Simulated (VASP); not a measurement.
# CoSi2 (I4/mmm) in VASP: notebook

CoSi2 is run at these levels: PBEsol; tasks: single point.

All numbers are computed with VASP 6.6.1; they aren't measurements. Logs are shortened: lines on timing, memory, paths and dates and some standing lists are left out, and cuts for length are marked.

### 1 The cell of the first run

Symmetry: I4/mmm, No. 139, tetragonal system. The conventional cell has a = 3.869 Å, b = 3.869 Å, c = 5.144 Å, α = 90.00°, β = 90.00°, γ = 90.00°. Co (site symmetry 4/mmm) has 8 Si at 2.32 Å within 3.1 Å. Within 3.1 Å of Si (site symmetry -4m2) lie 4 Co at 2.32 Å and 6 Si at 2.57 to 2.74 Å.

### 2 Single point, PBEsol (biaxial strain in the a-b plane: +3.0 %, then relaxed in part)

INCAR

```
SYSTEM = CoSi2
ALGO     = Normal         ! electronic algorithm
EDIFF    = 1E-7           ! SCF threshold, eV
ENCUT    = 520            ! plane-wave cutoff, eV
GGA      = PS             ! functional
ISIF     = 2              ! what is computed and relaxed
ISMEAR   = 0              ! smearing method
LASPH    = .True.         ! aspherical terms in the spheres
LCHARG   = .False.        ! write CHGCAR
LREAL    = .False.        ! projectors in reciprocal space
LWAVE    = .False.        ! write WAVECAR
NBANDS   = 26             ! bands
NELM     = 60             ! most SCF steps
PREC     = Accurate       ! precision mode
SIGMA    = 0.1            ! smearing width, eV
```

KPOINTS

```
k-points
0
Gamma
  10 10 8
  0 0 0
```

POSCAR

```
CoSi2
1.0
    2.7359415800      2.7359415800      0.0000000000
   -2.7359415800      2.7359415800      0.0000000000
    0.0000000000      0.0000000000      5.1440536704
Co Si
2 4
Direct
    0.0000000000      0.0000000000      0.0000000000
    0.5000000000      0.5000000000      0.5000000000
    0.0000000000      0.5000000000      0.7500000000
    0.5000000000      0.0000000000      0.7500000000
    0.5000000000      0.0000000000      0.2500000000
    0.0000000000      0.5000000000      0.2500000000
```

Potentials or basis: VASP PAW PBE potentials, release 64 (Co, Si).

Launch:

```bash
$ cat potpaw_PBE.64/Co/POTCAR potpaw_PBE.64/Si/POTCAR > POTCAR
$ mpirun -np 1 vasp_std > vasp.out
```

OUTCAR:

```text
SYSTEM = CoSi2
   EDIFF = 1E-7
   ENCUT = 520
   GGA = PS
   ISIF = 2
   ISMEAR = 0
   LASPH = .True.
   LREAL = .False.
   NELM = 60
   PREC = Accurate

 ion  position               nearest neighbor table
   1  0.000  0.000  0.000-   3 2.32   4 2.32   5 2.32   6 2.32   3 2.32   6 2.32   4 2.32   5 2.32

   2  0.500  0.500  0.500-   3 2.32   4 2.32   5 2.32   6 2.32   4 2.32   5 2.32   3 2.32   6 2.32

   3  0.000  0.500  0.750-   1 2.32   2 2.32   1 2.32   2 2.32   6 2.57   6 2.57   4 2.74   4 2.74
                             4 2.74   4 2.74
   4  0.500  0.000  0.750-   1 2.32   2 2.32   2 2.32   1 2.32   5 2.57   5 2.57   3 2.74   3 2.74
                             3 2.74   3 2.74
   5  0.500  0.000  0.250-   1 2.32   2 2.32   2 2.32   1 2.32   4 2.57   4 2.57   6 2.74   6 2.74
                             6 2.74   6 2.74
   6  0.000  0.500  0.250-   1 2.32   2 2.32   1 2.32   2 2.32   3 2.57   3 2.57   5 2.74   5 2.74
                             5 2.74   5 2.74

  LATTYP: Found a simple tetragonal cell.
 ALAT       =     3.8692056883
 C/A-ratio  =     1.3294857097

  Lattice vectors:

 A1 = (   2.7359415800,   2.7359415800,   0.0000000000)
 A2 = (  -2.7359415800,   2.7359415800,   0.0000000000)
 A3 = (   0.0000000000,   0.0000000000,   5.1440536704)

Analysis of symmetry for initial positions (statically):
=====================================================================
 Subroutine PRICEL returns following result:

  LATTYP: Found a body centered tetragonal cell.
 ALAT       =     3.8692056883
 C/A-ratio  =     1.3294857097

  Lattice vectors:

 A1 = (   0.0000000000,  -2.7359415800,  -2.5720268352)
 A2 = (   0.0000000000,   2.7359415800,  -2.5720268352)
 A3 = (   2.7359415800,   0.0000000000,   2.5720268352)

   2 primitive cells build up your supercell.

 Routine SETGRP: Setting up the symmetry group for a
 simple tetragonal supercell.

 Subroutine GETGRP returns: Found 16 space group operations
 (whereof 16 operations were pure point group operations)
 out of a pool of 16 trial point group operations.

The static configuration has the point symmetry D_4h.

Analysis of symmetry for dynamics (positions and initial velocities):
=====================================================================
 Subroutine PRICEL returns following result:

  LATTYP: Found a body centered tetragonal cell.
 ALAT       =     3.8692056883
 C/A-ratio  =     1.3294857097

  Lattice vectors:

 A1 = (   0.0000000000,  -2.7359415800,  -2.5720268352)
 A2 = (   0.0000000000,   2.7359415800,  -2.5720268352)
 A3 = (   2.7359415800,   0.0000000000,   2.5720268352)

   2 primitive cells build up your supercell.

 Routine SETGRP: Setting up the symmetry group for a
 simple tetragonal supercell.

 Subroutine GETGRP returns: Found 16 space group operations
 (whereof 16 operations were pure point group operations)
 out of a pool of 16 trial point group operations.

The dynamic configuration has the point symmetry D_4h.

 Subroutine INISYM returns: Found 16 space group operations
 (whereof 16 operations are pure point group operations),
 and found     2 'primitive' translations

----------------------------------------------------------------------------------------

                                     Primitive cell

  volume of cell :      38.5052

  direct lattice vectors                    reciprocal lattice vectors
     0.000000000 -2.735941580 -2.572026835     0.182752440 -0.182752440 -0.194399216
     0.000000000  2.735941580 -2.572026835     0.182752440  0.182752440 -0.194399216
     2.735941580  0.000000000  2.572026835     0.365504880  0.000000000  0.000000000

  length of vectors
     3.755089662  3.755089662  3.755089662     0.323400625  0.323400625  0.365504880

  position of ions in fractional coordinates (direct lattice)
     0.000000000  0.000000000  0.000000000
     0.750000000  0.250000000  0.500000000
     0.250000000  0.750000000  0.500000000

  ion indices of the primitive-cell ions
   primitive index   ion index
                 1           1
                 2           3
                 3           4

----------------------------------------------------------------------------------------

 KPOINTS: k-points

Automatic generation of k-mesh.
 Grid dimensions read from file:
 generate k-points for:   10   10    8

 Generating k-lattice:

  Cartesian coordinates                     Fractional coordinates (reciprocal lattice)
     0.018275244  0.018275244  0.000000000     0.100000000  0.000000000  0.000000000
    -0.018275244  0.018275244  0.000000000     0.000000000  0.100000000  0.000000000
     0.000000000  0.000000000  0.024299902     0.000000000  0.000000000  0.125000000

  Length of vectors
     0.025845098  0.025845098  0.024299902

  Shift w.r.t. Gamma in fractional coordinates (k-lattice)
     0.000000000  0.000000000  0.000000000

 Subroutine IBZKPT returns following result:
 ===========================================

 Found    105 irreducible k-points:

 Following reciprocal coordinates:
            Coordinates               Weight
  0.000000  0.000000  0.000000      1.000000
  0.100000  0.000000  0.000000      4.000000
  0.200000  0.000000  0.000000      4.000000
  0.300000  0.000000  0.000000      4.000000
  0.400000  0.000000  0.000000      4.000000
  0.500000  0.000000  0.000000      2.000000
[... 16 lines left out ...]
  0.100000  0.000000  0.125000      8.000000
  0.200000  0.000000  0.125000      8.000000
 [... further k-points ...]
   k-points           NKPTS =    105   k-points in BZ     NKDIM =    105   number of bands    NBANDS=     26
   number of dos      NEDOS =    301   number of ions     NIONS =      6
   total plane-waves  NPLWV =  36000
   dimension x,y,z NGX =    30 NGY =   30 NGZ =   40
   dimension x,y,z NGXF=    60 NGYF=   60 NGZF=   80
   ions per type =               2   4
   NGX,Y,Z   is equivalent  to a cutoff of  12.89, 12.89, 12.93 a.u.
   NGXF,Y,Z  is equivalent  to a cutoff of  25.78, 25.78, 25.85 a.u.
 SYSTEM =  CoSi2
   PREC   = accura    normal or accurate (medium, high low for compatibility)
   ISTART =      0    job   : 0-new  1-cont  2-samecut
   ICHARG =      2    charge: 1-file 2-atom 10-const
   ISPIN  =      1    spin polarized calculation?
   LNONCOLLINEAR =      F non collinear calculations
   LSORBIT =      F    spin-orbit coupling
   LASPH  =      T    aspherical Exc in radial PAW
   ENCUT  =  520.0 eV  38.22 Ry    6.18 a.u.   7.19  7.19  9.56*2*pi/ulx,y,z
   NELM   =     60;   NELMIN=  2; NELMDL= -5     # of ELM steps
   EDIFF  = 0.1E-06   stopping-criterion for ELM
   LREAL  =      F    real-space projection
   EDIFFG = 0.1E-05   stopping-criterion for IOM
   NSW    =      0    number of steps for IOM
   IBRION =     -1    ionic relax: 0-MD 1-quasi-New 2-CG
   NFREE  =      0    steps in history (QN), initial steepest desc. (CG)
   ISIF   =      2    stress and relaxation
   ISYM   =      2    0-nonsym 1-usesym 2-fastsym
   POTIM  = 0.5000    time-step for ionic-motion
   TEBEG  =    0.0;   TEEND  =   0.0 temperature during run
   PSTRESS=    0.0 pullay stress
   NELECT =      34.0000    total number of electrons
   NUPDOWN=      -1.0000    fix difference up-down
   EMIN   =  10.00;   EMAX   =-10.00  energy-range for DOS
[... 5 lines left out ...]
     AMIX     =   0.40;   BMIX     =  1.00
     AMIX_MAG =   1.60;   BMIX_MAG =  1.00
  volume/ion in A,a.u.               =      12.84        86.62
  Fermi-wavevector in a.u.,A,eV,Ry     =   1.246574  2.355683 21.142732  1.553947
  Thomas-Fermi vector in A             =   2.380745
   LORBIT       =      0    0 simple, 1 ext, 2 COOP (PROOUT), +10 PAW based schemes
   GGA     = PS    functional components
   LHFCALC =     F    Hartree Fock is set to
   AEXX    =    0.0000 exact exchange contribution
   IVDW    =     0    specifies the selected vdW correction
   LEPSILON=     F    determine dielectric tensor
   LRPA    =     F    only Hartree local field effects (RPA)
 non-spin polarized calculation
 Gauss-broadening in eV      SIGMA  =   0.10
  energy-cutoff  :      520.00
  volume of cell :       77.01
 maximum number of plane-waves:      2100
 NGX is ok and might be reduce to    30
   NGX = 15   NGY = 15   NGZ = 19

 number of electron      34.0000019 magnetization

 Free energy of the ion-electron system (eV)
  ---------------------------------------------------
  ext. energy  EPLUGINS =         0.00000000
  ---------------------------------------------------
  free energy    TOTEN  =       -41.87216597 eV

  energy without entropy =      -41.86086559  energy(sigma->0) =      -41.86651578

 E-fermi :   9.9352     XC(G=0): -11.8452

 val. band max:        9.9247236901   @ k =   0.2000   0.1000   0.3750
 cond. band min:       9.9401666954   @ k =   0.2000   0.0000   0.1250
 fundamental gap:      0.0154430053
 Fermi energy:         9.9351907463

 k-point     1 :       0.0000    0.0000    0.0000
  band No.  band energies     occupation
      1      -3.1534      2.00000
      2       1.5719      2.00000
      3       2.7940      2.00000
      4       3.0339      2.00000
      5       5.6987      2.00000
      6       6.0100      2.00000
[... 18 lines left out ...]
     25      14.9207      0.00000
     26      14.9207      0.00000

 k-point     2 :       0.1000    0.0000    0.0000
  band No.  band energies     occupation
      1      -3.0569      2.00000
      2       1.6431      2.00000
      3       2.7736      2.00000
      4       2.8961      2.00000
      5       5.6995      2.00000
      6       5.8072      2.00000
[... 18 lines left out ...]
     25      14.6428      0.00000
     26      15.1698      0.00000

 k-point     3 :       0.2000    0.0000    0.0000
  band No.  band energies     occupation
      1      -2.7691      2.00000
      2       1.8548      2.00000
      3       2.0684      2.00000
      4       3.1672      2.00000
      5       5.2906      2.00000
      6       5.6741      2.00000
[... 18 lines left out ...]
     25      15.1209      0.00000
     26      16.4782      0.00000

 k-point     4 :       0.3000    0.0000    0.0000
  band No.  band energies     occupation
      1      -2.2956      2.00000
      2       1.1043      2.00000
      3       2.2019      2.00000
      4       3.6023      2.00000
      5       4.6218      2.00000
      6       5.5446      2.00000
[... 18 lines left out ...]
     25      15.5743      0.00000
     26      15.7940      0.00000

 k-point     5 :       0.4000    0.0000    0.0000
  band No.  band energies     occupation
      1      -1.6466      2.00000
      2       0.0965      2.00000
      3       2.6745      2.00000
      4       3.9196      2.00000
      5       4.1514      2.00000
      6       5.2300      2.00000
[... 18 lines left out ...]
     25      15.8629      0.00000
     26      16.4041      0.00000

 k-point     6 :       0.5000    0.0000    0.0000
  band No.  band energies     occupation
      1      -0.8393      2.00000
      2      -0.8393      2.00000
      3       3.2560      2.00000
      4       3.2560      2.00000
      5       4.7328      2.00000
      6       4.7328      2.00000
[... 427 lines left out ...]
 k-point    21 :       0.5000    0.5000    0.0000
  band No.  band energies     occupation
      1       0.6233      2.00000
      2       0.6233      2.00000
      3       2.7479      2.00000
      4       2.7479      2.00000
      5       3.8246      2.00000
      6       3.8246      2.00000
[... 18 lines left out ...]
     25      18.6653      0.00000
     26      18.6653      0.00000

 k-point    22 :       0.0000    0.0000    0.1250
  band No.  band energies     occupation
      1      -3.0669      2.00000
      2       0.8529      2.00000
      3       3.1028      2.00000
      4       3.6076      2.00000
      5       5.5299      2.00000
      6       6.0023      2.00000
[... 18 lines left out ...]
     25      15.0962      0.00000
     26      15.0962      0.00000

 k-point    23 :       0.1000    0.0000    0.1250
  band No.  band energies     occupation
      1      -2.9707      2.00000
      2       0.9331      2.00000
      3       2.8530      2.00000
      4       3.6873      2.00000
      5       5.3791      2.00000
      6       5.9269      2.00000
[... 18 lines left out ...]
     25      15.0440      0.00000
     26      15.4178      0.00000

 k-point    24 :       0.2000    0.0000    0.1250
  band No.  band energies     occupation
      1      -2.6837      2.00000
      2       1.1665      2.00000
      3       2.1554      2.00000
      4       3.9223      2.00000
      5       4.9026      2.00000
      6       5.8704      2.00000
[... 18 lines left out ...]
     25      15.3889      0.00000
     26      16.2498      0.00000

 [... further k-points ...]
[... 5 lines left out ...]
  --------------------------------------------------------------------------------------
  -------------------------------------------------------------------------------------
  Total       -3.3151018     -3.3151018      0.0612133      0.0000000      0.0000000      0.0000000
  in kB      -68.9696988    -68.9696988      1.2735237      0.0000000      0.0000000      0.0000000
  external PRESSURE =     -45.5552913 kB  Pullay stress =       0.0000000 kB

 VOLUME and BASIS-vectors are now :
 -----------------------------------------------------------------------------
  energy-cutoff  :      520.00
  volume of cell :       77.01
      direct lattice vectors                 reciprocal lattice vectors
     2.735941580  2.735941580  0.000000000     0.182752440  0.182752440  0.000000000
    -2.735941580  2.735941580  0.000000000    -0.182752440  0.182752440  0.000000000
     0.000000000  0.000000000  5.144053670     0.000000000  0.000000000  0.194399216

 POSITION                                       TOTAL-FORCE (eV/Angst)
 -----------------------------------------------------------------------------------
      0.00000      0.00000      0.00000         0.000000      0.000000      0.000000
      0.00000      2.73594      2.57203        -0.000000      0.000000      0.000000
     -1.36797      1.36797      3.85804        -0.000000     -0.000000     -0.000000
      1.36797      1.36797      3.85804        -0.000000     -0.000000      0.000000
      1.36797      1.36797      1.28601         0.000000     -0.000000     -0.000000
     -1.36797      1.36797      1.28601         0.000000     -0.000000      0.000000
 -----------------------------------------------------------------------------------
    total drift:                               -0.000000      0.000000      0.000000

  FREE ENERGIE OF THE ION-ELECTRON SYSTEM (eV)
  ---------------------------------------------------
  free  energy   TOTEN  =       -41.8721659665 eV

  energy  without entropy=      -41.8608655902  energy(sigma->0) =      -41.86651578
```

Wall time 6 min (1 thread of AMD EPYC 7R13, shared host); peak memory 0.27 GiB.

What came out:

```yaml
Free_energy: -41.8722 eV
Pressure: -4.6 GPa
Band_gap_on_the_k_mesh: zero (band 17 reaches 11.35 eV, above the bottom of band 18 at 8.68 eV)
```

Caveat: the cell differs from its parent crystal (biaxial strain in the a-b plane: +3.0 %, then relaxed in part); the PAW data sets were made with another functional, which shifts forces and pressure a little. Spin polarisation is off, so any magnetic state and its effect on volume and gap are missing.

### 3 Single point, PBEsol (biaxial strain in the a-b plane: +3.0 %)

INCAR

```
SYSTEM = CoSi2
PREC = Accurate ; ENCUT = 520
EDIFF = 1E-6 ; ISMEAR = 0
SIGMA = 0.1 ; LREAL = .FALSE.
LASPH = .TRUE. ; NELM = 100
ALGO = Normal ; ISIF = 2
LWAVE = .FALSE. ; LCHARG = .FALSE.
GGA = PS ; NBANDS = 26
```

KPOINTS

```
Automatic mesh
0
G
  10 10 8
  0 0 0
```

Changes to POSCAR since step 2:

```diff
@@ -4,3 +4,3 @@
    -2.7359415800      2.7359415800      0.0000000000
-    0.0000000000      0.0000000000      5.1440536704
+    0.0000000000      0.0000000000      5.2168827797
 Co Si
```

Potentials or basis: VASP PAW PBE potentials, release 64 (Co, Si).

Launch:

```bash
$ cat potpaw_PBE.64/Co/POTCAR potpaw_PBE.64/Si/POTCAR > POTCAR
$ mpirun -np 1 vasp_std > vasp.out
```

Run time: 6.4 min. Hardware: 1 thread of AMD EPYC 7R13, shared host; peak memory 0.27 GiB.

It converged, with:

```
Free energy            : -41.8599 eV
Pressure               : -7.1 GPa
Band gap on the k mesh : zero (band 17 reaches 11.21 eV, above the bottom of band 18 at 8.52 eV)
```

Stress tensor (GPa, compression positive):
```
-8.80  0.00  0.00
 0.00 -8.80  0.00
 0.00  0.00 -3.74
```

Levels at points of the mesh, in eV from the Fermi level:
```tsv
k point	band 14	band 15	band 16	band 17	band 18	band 19	band 20	band 21
(0.00, 0.00, 0.00)	-1.72	-1.30	0.67	1.32	2.73	2.97	3.27	3.27
(0.50, 0.00, 0.00)	-1.45	-0.90	-0.90	0.17	0.17	2.19	2.19	4.35
(0.50, 0.50, 0.00)	-1.92	-1.79	-1.79	-1.23	-1.23	1.65	1.65	2.98
(0.00, 0.00, 0.50)	-0.33	-0.33	-0.33	0.14	0.14	1.19	1.19	3.20
(0.50, 0.00, 0.50)	-1.54	-0.60	-0.60	-0.30	-0.30	2.69	2.69	3.32
(0.50, 0.50, 0.50)	-2.05	-1.44	-1.44	-0.56	-0.56	3.83	3.83	3.83
```

Caveat: the cell differs from its parent crystal (biaxial strain in the a-b plane: +3.0 %); the PAW data sets were made with another functional, which shifts forces and pressure a little. Spin polarisation is off, so any magnetic state and its effect on volume and gap are missing.

(Part 1 of 2 ends here.)
